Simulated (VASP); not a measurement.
# Si2Bi2Se (P1) in VASP: single point with PBE

Aim: the single point of Si2Bi2Se with PBE.

Program: VASP 6.6.1. These are calculated values, not measurements. Logs are shortened: lines on timing, memory, paths and dates and some standing lists are left out, and cuts for length are marked.

## Step 1: The cell of the first run

The typed cell holds 10 atoms: a = 7.003 Å, b = 7.097 Å, c = 7.095 Å, α = 117.71°, β = 90.14°, γ = 90.09°.

## Step 2: Single point, PBE

Contents of INCAR:

```
SYSTEM = Si2Bi2Se
PREC     = Accurate       ! precision mode
ENCUT    = 520            ! plane-wave cutoff, eV
EDIFF    = 1E-7           ! SCF threshold, eV
ISMEAR   = 0              ! smearing method
SIGMA    = 0.2            ! smearing width, eV
LREAL    = .False.        ! projectors in reciprocal space
LASPH    = .True.         ! aspherical terms in the spheres
NELM     = 60             ! most SCF steps
ALGO     = Normal         ! electronic algorithm
ISIF     = 2              ! what is computed and relaxed
LWAVE    = .False.        ! write WAVECAR
LCHARG   = .True.         ! write CHGCAR
GGA      = PE             ! functional
LELF     = .True.         ! ELF
LVHAR    = .True.       
NBANDS   = 55             ! bands
```

Contents of KPOINTS:

```
regular mesh
0
Gamma
  4 4 4
  0 0 0
```

Contents of POSCAR:

```
Si2Bi2Se
1.0
    0.0017941058      0.0134456674     -7.0033956818
    6.0739634310     -3.6715248778      0.0057416204
   -6.0724744568     -3.6692902379      0.0086667708
Si Bi Se
4 4 2
Direct
    0.7173535791      0.9913287342      0.3049019392
    0.7174743420      0.3050099627      0.9914398977
    0.2170689524      0.0085719280      0.6947631320
    0.2169430798      0.6946750746      0.0084071053
    0.8287948037      0.6468577554      0.9366554075
    0.8289921174      0.9368403808      0.6469838796
    0.3297909321      0.3531902315      0.0631012651
    0.3295958883      0.0629766971      0.3530154023
    0.8449750028      0.2924997211      0.2927208432
    0.3442113026      0.7080495144      0.7080111282
```

Potentials or basis: VASP PAW PBE potentials, release 64 (Si, Bi_d, Se).

The run is started by

```
> cat potpaw_PBE.64/Si/POTCAR potpaw_PBE.64/Bi_d/POTCAR potpaw_PBE.64/Se/POTCAR > POTCAR
> mpirun -np 1 vasp_std > vasp.out
```

OUTCAR:

```text
SYSTEM = Si2Bi2Se
   PREC = Accurate
   ENCUT = 520
   EDIFF = 1E-7
   ISMEAR = 0
   LREAL = .False.
   LASPH = .True.
   NELM = 60
   ISIF = 2
   GGA = PE

 ion  position               nearest neighbor table
   1  0.717  0.991  0.305-   9 2.35   5 2.74   6 2.74   8 2.76
   2  0.717  0.305  0.991-   9 2.35   6 2.74   5 2.74   7 2.76
   3  0.217  0.009  0.695-  10 2.35   7 2.73   8 2.74   6 2.76
   4  0.217  0.695  0.008-  10 2.35   8 2.73   7 2.74   5 2.76
   5  0.829  0.647  0.937-   1 2.74   2 2.74   4 2.76   6 3.52
   6  0.829  0.937  0.647-   2 2.74   1 2.74   3 2.76   5 3.52
   7  0.330  0.353  0.063-   3 2.73   4 2.74   2 2.76   8 3.52
   8  0.330  0.063  0.353-   4 2.73   3 2.74   1 2.76   7 3.52
   9  0.845  0.292  0.293-   1 2.35   2 2.35
  10  0.344  0.708  0.708-   4 2.35   3 2.35

  LATTYP: Found a triclinic cell.
 ALAT       =     7.0949779416
 B/A-ratio  =     1.7119769146
 C/A-ratio  =     0.9870938115
 COS(alpha) =     0.0004966461
 COS(beta)  =     0.0024336869
 COS(gamma) =     0.8557885955

  Lattice vectors:

 A1 = (   6.0724744568,   3.6692902379,  -0.0086667708)
 A2 = (  12.1464378878,  -0.0022346399,  -0.0029251504)
 A3 = (   0.0017941058,   0.0134456674,  -7.0033956818)

Analysis of symmetry for initial positions (statically):
=====================================================================
 Subroutine PRICEL returns:
 Original cell was already a primitive cell.

 Routine SETGRP: Setting up the symmetry group for a
 triclinic supercell.

 Subroutine GETGRP returns: Found  1 space group operations
 (whereof  1 operations were pure point group operations)
 out of a pool of  2 trial point group operations.

The static configuration has the point symmetry C_1 .

Analysis of symmetry for dynamics (positions and initial velocities):
=====================================================================
 Subroutine PRICEL returns:
 Original cell was already a primitive cell.

 Routine SETGRP: Setting up the symmetry group for a
 triclinic supercell.

 Subroutine GETGRP returns: Found  1 space group operations
 (whereof  1 operations were pure point group operations)
 out of a pool of  2 trial point group operations.

The dynamic configuration has the point symmetry C_1 .

 Subroutine INISYM returns: Found  1 space group operations
 (whereof  1 operations are pure point group operations),
 and found     1 'primitive' translations

----------------------------------------------------------------------------------------

                                     Primitive cell

  volume of cell :     312.2268

  direct lattice vectors                    reciprocal lattice vectors
     0.001794106  0.013445667 -7.003395682    -0.000034438 -0.000280269 -0.142788424
     6.073963431 -3.671524878  0.005741620     0.082303547 -0.136208432 -0.000240419
    -6.072474457 -3.669290238  0.008666771    -0.082353797 -0.136241913 -0.000282665

  length of vectors
     7.003408819  7.097405135  7.094977942     0.142788703  0.159143547  0.159198262

  position of ions in fractional coordinates (direct lattice)
     0.717353579  0.991328734  0.304901939
     0.717474342  0.305009963  0.991439898
     0.217068952  0.008571928  0.694763132
     0.216943080  0.694675075  0.008407105
     0.828794804  0.646857755  0.936655407
     0.828992117  0.936840381  0.646983880
     0.329790932  0.353190232  0.063101265
     0.329595888  0.062976697  0.353015402
     0.844975003  0.292499721  0.292720843
     0.344211303  0.708049514  0.708011128

  ion indices of the primitive-cell ions
   primitive index   ion index
                 1           1
                 2           2
                 3           3
                 4           4
                 5           5
                 6           6
                 7           7
                 8           8
                 9           9
                10          10

----------------------------------------------------------------------------------------

 KPOINTS: regular mesh

Automatic generation of k-mesh.
 Grid dimensions read from file:
 generate k-points for:    4    4    4

 Generating k-lattice:

  Cartesian coordinates                     Fractional coordinates (reciprocal lattice)
    -0.000008610 -0.000070067 -0.035697106     0.250000000  0.000000000  0.000000000
     0.020575887 -0.034052108 -0.000060105    -0.000000000  0.250000000  0.000000000
    -0.020588449 -0.034060478 -0.000070666    -0.000000000  0.000000000  0.250000000

  Length of vectors
     0.035697176  0.039785887  0.039799566

  Shift w.r.t. Gamma in fractional coordinates (k-lattice)
     0.000000000  0.000000000  0.000000000

 Subroutine IBZKPT returns following result:
 ===========================================

 Found     36 irreducible k-points:

 Following reciprocal coordinates:
            Coordinates               Weight
  0.000000  0.000000  0.000000      1.000000
  0.250000  0.000000  0.000000      2.000000
  0.500000  0.000000  0.000000      1.000000
  0.000000  0.250000 -0.000000      2.000000
  0.250000  0.250000 -0.000000      2.000000
  0.500000  0.250000 -0.000000      2.000000
[... 16 lines left out ...]
 -0.000000 -0.250000  0.250000      2.000000
  0.250000 -0.250000  0.250000      2.000000
 [... further k-points ...]
   k-points           NKPTS =     36   k-points in BZ     NKDIM =     36   number of bands    NBANDS=     55
   number of dos      NEDOS =    301   number of ions     NIONS =     10
   total plane-waves  NPLWV = 157464
   dimension x,y,z NGX =    54 NGY =   54 NGZ =   54
   dimension x,y,z NGXF=   108 NGYF=  108 NGZF=  108
   ions per type =               4   4   2
   NGX,Y,Z   is equivalent  to a cutoff of  12.82, 12.65, 12.65 a.u.
   NGXF,Y,Z  is equivalent  to a cutoff of  25.64, 25.30, 25.31 a.u.
 SYSTEM =  Si2Bi2Se
   PREC   = accura    normal or accurate (medium, high low for compatibility)
   ISTART =      0    job   : 0-new  1-cont  2-samecut
   ICHARG =      2    charge: 1-file 2-atom 10-const
   ISPIN  =      1    spin polarized calculation?
   LNONCOLLINEAR =      F non collinear calculations
   LSORBIT =      F    spin-orbit coupling
   LASPH  =      T    aspherical Exc in radial PAW
   ENCUT  =  520.0 eV  38.22 Ry    6.18 a.u.  13.02 13.20 13.19*2*pi/ulx,y,z
   NELM   =     60;   NELMIN=  2; NELMDL= -5     # of ELM steps
   EDIFF  = 0.1E-06   stopping-criterion for ELM
   LREAL  =      F    real-space projection
   EDIFFG = 0.1E-05   stopping-criterion for IOM
   NSW    =      0    number of steps for IOM
   IBRION =     -1    ionic relax: 0-MD 1-quasi-New 2-CG
   NFREE  =      0    steps in history (QN), initial steepest desc. (CG)
   ISIF   =      2    stress and relaxation
   ISYM   =      2    0-nonsym 1-usesym 2-fastsym
   POTIM  = 0.5000    time-step for ionic-motion
   TEBEG  =    0.0;   TEEND  =   0.0 temperature during run
   PSTRESS=    0.0 pullay stress
   NELECT =      88.0000    total number of electrons
   NUPDOWN=      -1.0000    fix difference up-down
   EMIN   =  10.00;   EMAX   =-10.00  energy-range for DOS
   EFERMI =   0.00;   METHOD = LEGACY
   ISMEAR =     0;   SIGMA  =   0.20  broadening in eV -4-tet -1-fermi 0-gaus
   EFERMI_NEDOS =   21; number of points for ismear=-14 and -15
   IALGO  =     38    algorithm
   IMIX   =      4    mixing-type and parameters
     AMIX     =   0.40;   BMIX     =  1.00
     AMIX_MAG =   1.60;   BMIX_MAG =  1.00
  volume/ion in A,a.u.               =      31.22       210.70
  Fermi-wavevector in a.u.,A,eV,Ry     =   1.073361  2.028357 15.675313  1.152103
  Thomas-Fermi vector in A             =   2.209158
   LORBIT       =      0    0 simple, 1 ext, 2 COOP (PROOUT), +10 PAW based schemes
   GGA     = PE    functional components
   LHFCALC =     F    Hartree Fock is set to
   AEXX    =    0.0000 exact exchange contribution
   IVDW    =     0    specifies the selected vdW correction
   LEPSILON=     F    determine dielectric tensor
   LRPA    =     F    only Hartree local field effects (RPA)
 non-spin polarized calculation
 Gauss-broadening in eV      SIGMA  =   0.20
  energy-cutoff  :      520.00
  volume of cell :      312.23
 maximum number of plane-waves:      8442
 NGX is ok and might be reduce to    54
   NGX = 27   NGY = 27   NGZ = 27

 number of electron      88.0000001 magnetization

 Free energy of the ion-electron system (eV)
  ---------------------------------------------------
  ext. energy  EPLUGINS =         0.00000000
  ---------------------------------------------------
  free energy    TOTEN  =       -43.27018209 eV

  energy without entropy =      -43.26080288  energy(sigma->0) =      -43.26549249

 E-fermi :   4.7341     XC(G=0):  -8.7108

 val. band max:        4.7168527170   @ k =   0.0000   0.0000   0.0000
 cond. band min:       4.9134499924   @ k =   0.2500   0.5000   0.5000
 fundamental gap:      0.1965972755
 Fermi energy:         4.7340500266

 k-point     1 :       0.0000    0.0000    0.0000
  band No.  band energies     occupation
      1     -18.1962      2.00000
      2     -18.1903      2.00000
      3     -18.1718      2.00000
      4     -18.1658      2.00000
      5     -18.1655      2.00000
      6     -18.1644      2.00000
[... 47 lines left out ...]
     54       8.1900      0.00000
     55       8.2551      0.00000

 k-point     2 :       0.2500    0.0000    0.0000
  band No.  band energies     occupation
      1     -18.1955      2.00000
      2     -18.1909      2.00000
      3     -18.1711      2.00000
      4     -18.1664      2.00000
      5     -18.1659      2.00000
      6     -18.1647      2.00000
[... 47 lines left out ...]
     54       7.6219      0.00000
     55       8.2814      0.00000

 k-point     3 :       0.5000    0.0000    0.0000
  band No.  band energies     occupation
      1     -18.1945      2.00000
      2     -18.1918      2.00000
      3     -18.1701      2.00000
      4     -18.1677      2.00000
      5     -18.1661      2.00000
      6     -18.1650      2.00000
[... 1152 lines left out ...]
 k-point    23 :      -0.0000   -0.2500    0.2500
  band No.  band energies     occupation
      1     -18.1980      2.00000
      2     -18.1942      2.00000
      3     -18.1708      2.00000
      4     -18.1657      2.00000
      5     -18.1643      2.00000
      6     -18.1604      2.00000
[... 47 lines left out ...]
     54       8.1688      0.00000
     55       8.2168      0.00000

 k-point    24 :       0.2500   -0.2500    0.2500
  band No.  band energies     occupation
      1     -18.1977      2.00000
      2     -18.1943      2.00000
      3     -18.1706      2.00000
      4     -18.1667      2.00000
      5     -18.1635      2.00000
      6     -18.1600      2.00000
[... 47 lines left out ...]
     54       7.8124      0.00000
     55       8.0056      0.00000

 [... further k-points ...]
[... 5 lines left out ...]
  --------------------------------------------------------------------------------------
  -------------------------------------------------------------------------------------
  Total        0.0707796     -0.0200024     -0.1930147      0.0034139      0.0874130      0.0063760
  in kB        0.3632021     -0.1026415     -0.9904457      0.0175182      0.4485559      0.0327180
  external PRESSURE =      -0.2432951 kB  Pullay stress =       0.0000000 kB

 VOLUME and BASIS-vectors are now :
 -----------------------------------------------------------------------------
  energy-cutoff  :      520.00
  volume of cell :      312.23
      direct lattice vectors                 reciprocal lattice vectors
     0.001794106  0.013445667 -7.003395682    -0.000034438 -0.000280269 -0.142788424
     6.073963431 -3.671524878  0.005741620     0.082303547 -0.136208432 -0.000240419
    -6.072474457 -3.669290238  0.008666771    -0.082353797 -0.136241913 -0.000282665

 POSITION                                       TOTAL-FORCE (eV/Angst)
 -----------------------------------------------------------------------------------
      4.17107     -4.74882     -5.01558        -0.009479      0.005303      0.004440
     -4.16659     -4.74809     -5.01441         0.009223      0.005346      0.003802
     -4.16648     -2.57784     -1.51415         0.005026     -0.002547     -0.001796
      4.16877     -2.57845     -1.51528        -0.005206     -0.003041     -0.001909
     -1.75734     -5.80067     -5.79255        -0.000313      0.005685     -0.006742
      1.76303     -5.80246     -5.79477         0.000065      0.005533     -0.005699
      1.76268     -1.52385     -2.30708        -0.006943     -0.007723     -0.003846
     -1.76057     -1.52210     -2.30487         0.006951     -0.008427     -0.005383
      0.00061     -2.13664     -5.91348         0.000461     -0.028830      0.004345
      0.00190     -5.19289     -2.40045         0.000215      0.028700      0.012789
 -----------------------------------------------------------------------------------
    total drift:                                0.000045     -0.000053      0.001274

  FREE ENERGIE OF THE ION-ELECTRON SYSTEM (eV)
  ---------------------------------------------------
  free  energy   TOTEN  =       -43.2701820866 eV

  energy  without entropy=      -43.2608028835  energy(sigma->0) =      -43.26549249
```

It took 15 min on 1 thread of Intel Xeon Platinum 8259CL at 2.50GHz (Skylake/Cascade Lake), shared host; peak memory 0.71 GiB.

What came out:

| Item | Value |
| --- | --- |
| Free energy | -43.2702 eV |
| Pressure | 0.0 GPa |
| Largest force | 0.031 eV/Å |
| Band gap on the k mesh | 0.20 eV (least direct gap 0.48 eV) |

Forces on the atoms (eV/Å):
```
Si  -0.009  0.005  0.004
Si   0.009  0.005  0.004
Si   0.005 -0.003 -0.002
Si  -0.005 -0.003 -0.002
Bi   0.000  0.006 -0.007
Bi   0.000  0.006 -0.006
Bi  -0.007 -0.008 -0.004
Bi   0.007 -0.008 -0.005
Se   0.000 -0.029  0.004
Se   0.000  0.029  0.013
```

Levels at points of the mesh, in eV from the valence-band top:
```
           k point  band 40  band 41  band 42  band 43  band 44  band 45  band 46  band 47  band 48  band 49
(0.00, 0.00, 0.00)    -1.45    -0.92    -0.66    -0.54     0.00     0.48     0.57     1.05     1.61     2.09
(0.50, 0.00, 0.00)    -2.25    -0.92    -0.92    -0.67    -0.66     0.49     0.50     0.97     0.99     2.27
(0.00, 0.50, 0.00)    -2.09    -1.70    -1.29    -1.19    -0.80     0.66     1.08     1.60     1.62     2.19
(0.50, 0.50, 0.00)    -2.27    -1.90    -1.89    -1.38    -1.38     0.44     0.45     1.43     1.44     1.82
(0.00, 0.00, 0.50)    -2.09    -1.70    -1.29    -1.18    -0.80     0.66     1.08     1.60     1.62     2.19
(0.50, 0.00, 0.50)    -2.27    -1.90    -1.89    -1.38    -1.38     0.44     0.45     1.43     1.45     1.82
(0.00, 0.50, 0.50)    -1.76    -1.72    -1.29    -1.24    -1.21     0.20     0.91     1.61     1.81     1.87
(0.50, 0.50, 0.50)    -2.30    -1.97    -1.96    -1.31    -1.30     0.43     0.44     1.55     1.56     1.63
```

Caveat: spin-orbit coupling is left out, which moves the levels of the heavy elements. A k mesh can miss the band edges.
